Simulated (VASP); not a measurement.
# Ag (P-3m1) in VASP: further runs

Ag is run at these levels: PBEsol; tasks: single point.

Everything below comes from runs of VASP 6.6.1. Logs are shortened: lines on timing, memory, paths and dates and some standing lists are left out, and cuts for length are marked.

## (1) The cell of the first run

It takes space group P-3m1 (No. 164, trigonal). The conventional cell has a = 2.867 Å, b = 2.867 Å, c = 14.822 Å, α = 90.00°, β = 90.00°, γ = 120.00°. Ag (site symmetry 3m) has 12 Ag at 2.87 Å within 3.8 Å. Ag (site symmetry 3m) has 12 Ag at 2.87 to 3.51 Å within 3.8 Å. Ag (site symmetry 3m) has 12 Ag at 2.87 Å within 3.8 Å.

## (2) Single point, PBEsol (the distance across one plane changed)

File INCAR:

```
  PREC = Accurate
  ENCUT = 520
  EDIFF = 1E-6
  ISMEAR = 0
  SIGMA = 0.15
  LREAL = F
  LASPH = T
  NELM = 80
  ALGO = Fast
  ISIF = 2
  LWAVE = F
  LCHARG = T
  GGA = PS
  LELF = T
  LVHAR = T
  NBANDS = 42
```

File KPOINTS:

```
regular mesh
0
Gamma
  24 24 5
```

File POSCAR:

```
Ag
1.0
   -2.8670626753      0.0000000000      0.0000000000
   -1.4335313377     -2.4829491111      0.0000000000
    0.0000000000      0.0000000000     14.8221448197
Ag
6
Direct
    0.3333333333      0.3333333333      0.7120342034
    0.3333333333      0.3333333333      0.0791008463
    0.3333333333      0.3333333333      0.3955675248
    0.6666666667      0.6666666667      0.8702675426
    0.6666666667      0.6666666667      0.2373341856
    0.6666666667      0.6666666667      0.5538008641
```

Potentials or basis: VASP PAW PBE potentials, release 64 (Ag).

The run is started by

```bash
> cat potpaw_PBE.64/Ag/POTCAR > POTCAR
> mpirun -np 1 vasp_std > vasp.out
```

OUTCAR:

```text
PREC = Accurate
   ENCUT = 520
   EDIFF = 1E-6
   ISMEAR = 0
   LREAL = F
   LASPH = T
   NELM = 80
   ISIF = 2
   GGA = PS

 ion  position               nearest neighbor table
   1  0.333  0.333  0.712-   4 2.87   4 2.87   4 2.87   6 2.87   6 2.87   6 2.87
   2  0.333  0.333  0.079-   5 2.87   5 2.87   5 2.87   4 3.51   4 3.51   4 3.51
   3  0.333  0.333  0.396-   5 2.87   5 2.87   5 2.87   6 2.87   6 2.87   6 2.87
   4  0.667  0.667  0.870-   1 2.87   1 2.87   1 2.87   2 3.51   2 3.51   2 3.51
   5  0.667  0.667  0.237-   3 2.87   3 2.87   3 2.87   2 2.87   2 2.87   2 2.87
   6  0.667  0.667  0.554-   3 2.87   1 2.87   3 2.87   1 2.87   3 2.87   1 2.87

  LATTYP: Found a hexagonal cell.
 ALAT       =     2.8670626754
 C/A-ratio  =     5.1698014651

  Lattice vectors:

 A1 = (   1.4335313377,   2.4829491111,   0.0000000000)
 A2 = (  -2.8670626753,   0.0000000000,   0.0000000000)
 A3 = (   0.0000000000,   0.0000000000,  14.8221448197)

Analysis of symmetry for initial positions (statically):
=====================================================================
 Subroutine PRICEL returns:
 Original cell was already a primitive cell.

 Routine SETGRP: Setting up the symmetry group for a
 hexagonal supercell.

 Subroutine GETGRP returns: Found 12 space group operations
 (whereof  6 operations were pure point group operations)
 out of a pool of 24 trial point group operations.

The static configuration has the point symmetry C_3v.
 The point group associated with its full space group is D_3d.

Analysis of symmetry for dynamics (positions and initial velocities):
=====================================================================
 Subroutine PRICEL returns:
 Original cell was already a primitive cell.

 Routine SETGRP: Setting up the symmetry group for a
 hexagonal supercell.

 Subroutine GETGRP returns: Found 12 space group operations
 (whereof  6 operations were pure point group operations)
 out of a pool of 24 trial point group operations.

The dynamic configuration has the point symmetry C_3v.
 The point group associated with its full space group is D_3d.

 Subroutine INISYM returns: Found 12 space group operations
 (whereof  6 operations are pure point group operations),
 and found     1 'primitive' translations

----------------------------------------------------------------------------------------

                                     Primitive cell

  volume of cell :     105.5155

  direct lattice vectors                    reciprocal lattice vectors
    -2.867062675  0.000000000  0.000000000    -0.348789027  0.201373438  0.000000000
    -1.433531338 -2.482949111  0.000000000     0.000000000 -0.402746877  0.000000000
     0.000000000  0.000000000 14.822144820     0.000000000  0.000000000  0.067466619

  length of vectors
     2.867062675  2.867062675 14.822144820     0.402746877  0.402746877  0.067466619

  position of ions in fractional coordinates (direct lattice)
     0.333333333  0.333333333  0.712034203
     0.333333333  0.333333333  0.079100846
     0.333333333  0.333333333  0.395567525
     0.666666667  0.666666667  0.870267543
     0.666666667  0.666666667  0.237334186
     0.666666667  0.666666667  0.553800864

  ion indices of the primitive-cell ions
   primitive index   ion index
                 1           1
                 2           2
                 3           3
                 4           4
                 5           5
                 6           6

----------------------------------------------------------------------------------------

 KPOINTS: regular mesh

Automatic generation of k-mesh.
 Grid dimensions read from file:
 generate k-points for:   24   24    5

 Generating k-lattice:

  Cartesian coordinates                     Fractional coordinates (reciprocal lattice)
    -0.014532876  0.008390560  0.000000000     0.041666667  0.000000000  0.000000000
     0.000000000 -0.016781120  0.000000000     0.000000000  0.041666667  0.000000000
     0.000000000  0.000000000  0.013493324     0.000000000  0.000000000  0.200000000

  Length of vectors
     0.016781120  0.016781120  0.013493324

  Shift w.r.t. Gamma in fractional coordinates (k-lattice)
     0.000000000  0.000000000  0.000000000

 Subroutine IBZKPT returns following result:
 ===========================================

 Found    279 irreducible k-points:

 Following reciprocal coordinates:
            Coordinates               Weight
  0.000000  0.000000  0.000000      1.000000
  0.041667  0.000000  0.000000      6.000000
  0.083333  0.000000  0.000000      6.000000
  0.125000  0.000000  0.000000      6.000000
  0.166667  0.000000  0.000000      6.000000
  0.208333  0.000000  0.000000      6.000000
[... 16 lines left out ...]
  0.458333  0.041667  0.000000     12.000000
  0.500000  0.041667  0.000000     12.000000
 [... further k-points ...]
   k-points           NKPTS =    279   k-points in BZ     NKDIM =    279   number of bands    NBANDS=     42
   number of dos      NEDOS =    301   number of ions     NIONS =      6
   total plane-waves  NPLWV =  64512
   dimension x,y,z NGX =    24 NGY =   24 NGZ =  112
   dimension x,y,z NGXF=    48 NGYF=   48 NGZF=  224
   ions per type =               6
   NGX,Y,Z   is equivalent  to a cutoff of  13.92, 13.92, 12.56 a.u.
   NGXF,Y,Z  is equivalent  to a cutoff of  27.83, 27.83, 25.12 a.u.
 SYSTEM =  unknown system
   PREC   = accura    normal or accurate (medium, high low for compatibility)
   ISTART =      0    job   : 0-new  1-cont  2-samecut
   ICHARG =      2    charge: 1-file 2-atom 10-const
   ISPIN  =      1    spin polarized calculation?
   LNONCOLLINEAR =      F non collinear calculations
   LSORBIT =      F    spin-orbit coupling
   LASPH  =      T    aspherical Exc in radial PAW
   ENCUT  =  520.0 eV  38.22 Ry    6.18 a.u.   5.33  5.33 27.56*2*pi/ulx,y,z
   NELM   =     80;   NELMIN=  2; NELMDL= -5     # of ELM steps
   EDIFF  = 0.1E-05   stopping-criterion for ELM
   LREAL  =      F    real-space projection
[... 7 lines left out ...]
   TEBEG  =    0.0;   TEEND  =   0.0 temperature during run
   PSTRESS=    0.0 pullay stress
   NELECT =      66.0000    total number of electrons
   NUPDOWN=      -1.0000    fix difference up-down
   EMIN   =  10.00;   EMAX   =-10.00  energy-range for DOS
   EFERMI =   0.00;   METHOD = LEGACY
   ISMEAR =     0;   SIGMA  =   0.15  broadening in eV -4-tet -1-fermi 0-gaus
   EFERMI_NEDOS =   21; number of points for ismear=-14 and -15
   IALGO  =     68    algorithm
   IMIX   =      4    mixing-type and parameters
     AMIX     =   0.40;   BMIX     =  1.00
     AMIX_MAG =   1.60;   BMIX_MAG =  1.00
  volume/ion in A,a.u.               =      17.59       118.68
  Fermi-wavevector in a.u.,A,eV,Ry     =   1.400073  2.645755 26.670214  1.960205
  Thomas-Fermi vector in A             =   2.523070
   LORBIT       =      0    0 simple, 1 ext, 2 COOP (PROOUT), +10 PAW based schemes
   GGA     = PS    functional components
   LHFCALC =     F    Hartree Fock is set to
   AEXX    =    0.0000 exact exchange contribution
   IVDW    =     0    specifies the selected vdW correction
   LEPSILON=     F    determine dielectric tensor
   LRPA    =     F    only Hartree local field effects (RPA)
 non-spin polarized calculation
 RMM-DIIS sequential band-by-band and
 Gauss-broadening in eV      SIGMA  =   0.15
  energy-cutoff  :      520.00
  volume of cell :      105.52
 maximum number of plane-waves:      2881
 NGX is ok and might be reduce to    24
   NGX = 11   NGY = 11   NGZ = 55

 number of electron      65.9999985 magnetization

 Free energy of the ion-electron system (eV)
  ---------------------------------------------------
  ext. energy  EPLUGINS =         0.00000000
  ---------------------------------------------------
  free energy    TOTEN  =       -19.45998015 eV

  energy without entropy =      -19.43972084  energy(sigma->0) =      -19.44985049

 E-fermi :   7.8270     XC(G=0): -12.1924

 val. band max:        7.8242059875   @ k =   0.4583   0.5000   0.4000
 cond. band min:       7.8275578676   @ k =   0.2500   0.1250   0.4000
 fundamental gap:      0.0033518801
 Fermi energy:         7.8270459224

 k-point     1 :       0.0000    0.0000    0.0000
  band No.  band energies     occupation
      1       0.0196      2.00000
      2       0.6393      2.00000
      3       1.0748      2.00000
      4       1.3545      2.00000
      5       1.5036      2.00000
      6       1.6501      2.00000
[... 34 lines left out ...]
     41      21.2401      0.00000
     42      23.6162      0.00000

 k-point     2 :       0.0417    0.0000    0.0000
  band No.  band energies     occupation
      1       0.0687      2.00000
      2       0.6861      2.00000
      3       1.1211      2.00000
      4       1.3866      2.00000
      5       1.5399      2.00000
      6       1.6885      2.00000
[... 34 lines left out ...]
     41      21.2751      0.00000
     42      23.5214      0.00000

 k-point     3 :       0.0833    0.0000    0.0000
  band No.  band energies     occupation
      1       0.2136      2.00000
      2       0.8225      2.00000
      3       1.2555      2.00000
      4       1.4778      2.00000
      5       1.6442      2.00000
      6       1.7989      2.00000
[... 34 lines left out ...]
     41      21.3773      0.00000
     42      23.1466      0.00000

 k-point     4 :       0.1250    0.0000    0.0000
  band No.  band energies     occupation
      1       0.4459      2.00000
      2       1.0345      2.00000
      3       1.4603      2.00000
      4       1.6126      2.00000
      5       1.7996      2.00000
      6       1.9651      2.00000
[... 844 lines left out ...]
     41      15.1907      0.00000
     42      15.4058      0.00000

 k-point    23 :       0.4583    0.0417    0.0000
  band No.  band energies     occupation
      1       1.4593      2.00000
      2       1.4670      2.00000
      3       1.5220      2.00000
      4       1.6642      2.00000
      5       1.8050      2.00000
      6       1.9098      2.00000
[... 34 lines left out ...]
     41      14.2899      0.00000
     42      14.3664      0.00000

 k-point    24 :       0.5000    0.0417    0.0000
  band No.  band energies     occupation
      1       1.4348      2.00000
      2       1.4374      2.00000
      3       1.4829      2.00000
      4       1.6293      2.00000
      5       1.7661      2.00000
      6       1.8912      2.00000
[... 34 lines left out ...]
     41      14.3478      0.00000
     42      14.7897      0.00000

 [... further k-points ...]

------------------------ aborting loop because EDIFF is reached ----------------------------------------

  FORCE on cell =-STRESS in cart. coord.  units (eV):
  Direction    XX          YY          ZZ          XY          YZ          ZX
  --------------------------------------------------------------------------------------
  -------------------------------------------------------------------------------------
  Total       -1.3214810     -1.3214810     -2.1289317     -0.0000000     -0.0000000     -0.0000000
  in kB      -20.0657519    -20.0657519    -32.3263194     -0.0000000     -0.0000000     -0.0000000
  external PRESSURE =     -24.1526077 kB  Pullay stress =       0.0000000 kB

 VOLUME and BASIS-vectors are now :
 -----------------------------------------------------------------------------
  energy-cutoff  :      520.00
  volume of cell :      105.52
      direct lattice vectors                 reciprocal lattice vectors
    -2.867062675  0.000000000  0.000000000    -0.348789027  0.201373438  0.000000000
    -1.433531338 -2.482949111  0.000000000     0.000000000 -0.402746877  0.000000000
     0.000000000  0.000000000 14.822144820     0.000000000  0.000000000  0.067466619

 POSITION                                       TOTAL-FORCE (eV/Angst)
 -----------------------------------------------------------------------------------
     -1.43353     -0.82765     10.55387         0.000000     -0.000000      0.051610
     -1.43353     -0.82765      1.17244        -0.000000      0.000000     -0.522031
     -1.43353     -0.82765      5.86316        -0.000000      0.000000     -0.012002
     -2.86706     -1.65530     12.89923         0.000000     -0.000000      0.522031
     -2.86706     -1.65530      3.51780         0.000000      0.000000     -0.051610
     -2.86706     -1.65530      8.20852         0.000000      0.000000      0.012002
 -----------------------------------------------------------------------------------
    total drift:                                0.000000      0.000000     -0.000016

  FREE ENERGIE OF THE ION-ELECTRON SYSTEM (eV)
  ---------------------------------------------------
  free  energy   TOTEN  =       -19.4599801459 eV

  energy  without entropy=      -19.4397208369  energy(sigma->0) =      -19.44985049
```

It took 21 min on 1 thread of Oxide Virtual Turin-like, shared host; peak memory 0.84 GiB.

Results:

```
Free energy            : -19.4600 eV
Pressure               : -2.4 GPa
Largest force          : 0.522 eV/Å
Band gap on the k mesh : zero (bands 33 and 34 overlap by 6.53 eV)
```

Forces on the atoms (eV/Å):
```
Ag   0.000  0.000  0.052
Ag   0.000  0.000 -0.522
Ag   0.000  0.000 -0.012
Ag   0.000  0.000  0.522
Ag   0.000  0.000 -0.052
Ag   0.000  0.000  0.012
```

Caveat: the cell differs from its parent crystal (the distance across one plane changed); the PAW data sets were made with another functional, which shifts forces and pressure a little.

## (3) Single point, PBEsol (the distance across one plane changed)

File INCAR:

```
  PREC = Accurate
  ENCUT = 520
  EDIFF = 1E-6
  ISMEAR = 0
  SIGMA = 0.15
  LREAL = False
  LASPH = True
  NELM = 80
  ALGO = Fast
  ISIF = 2
  LWAVE = False
  LCHARG = True
  GGA = PS
  LELF = True
  LVHAR = True
  NBANDS = 42
```

KPOINTS is that of step 2.

File POSCAR:

```
Ag
1.0
   -2.8670626753      0.0000000000      0.0000000000
   -1.4335313377     -2.4829491111      0.0000000000
    0.0000000000      0.0000000000     20.0721448197
Ag
6
Direct
    0.3333333333      0.3333333333      0.5257970274
    0.3333333333      0.3333333333      0.0584115056
    0.3333333333      0.3333333333      0.2921042665
    0.6666666667      0.6666666667      0.6426434078
    0.6666666667      0.6666666667      0.1752578860
    0.6666666667      0.6666666667      0.4089506469
```

Potentials or basis: VASP PAW PBE potentials, release 64 (Ag).

The run is started by

```bash
> cat potpaw_PBE.64/Ag/POTCAR > POTCAR
> mpirun -np 1 vasp_std > vasp.out
```

It took 67 min on 1 thread of Oxide Virtual Turin-like, shared host; peak memory 1.1 GiB.

It converged, with:

```yaml
Free_energy: -18.9448 eV
Largest_force: 0.059 eV/Å
Band_gap_on_the_k_mesh: zero (bands 33 and 34 overlap by 6.49 eV)
```

Forces on the atoms (eV/Å):
```
Ag   0.000  0.000  0.033
Ag   0.000  0.000  0.059
Ag   0.000  0.000 -0.006
Ag   0.000  0.000 -0.059
Ag   0.000  0.000 -0.033
Ag   0.000  0.000  0.006
```

Levels at points of the mesh, in eV from the Fermi level:
```
           k point  band 32  band 33  band 34  band 35  band 36  band 37
(0.00, 0.00, 0.00)    -3.09    -3.06    -3.06    -2.42    -0.57     0.01
(0.50, 0.00, 0.00)     0.26     0.68     1.20     1.52     1.60     4.55
```

Caveat: the cell differs from its parent crystal (the distance across one plane changed); there is no dipole correction, which matters where the two faces differ; the PAW data sets were made with another functional, which shifts forces and pressure a little.

[end of part 1 of 2]

The gap in the log of VASP goes by the Fermi energy; the results here count the filled bands.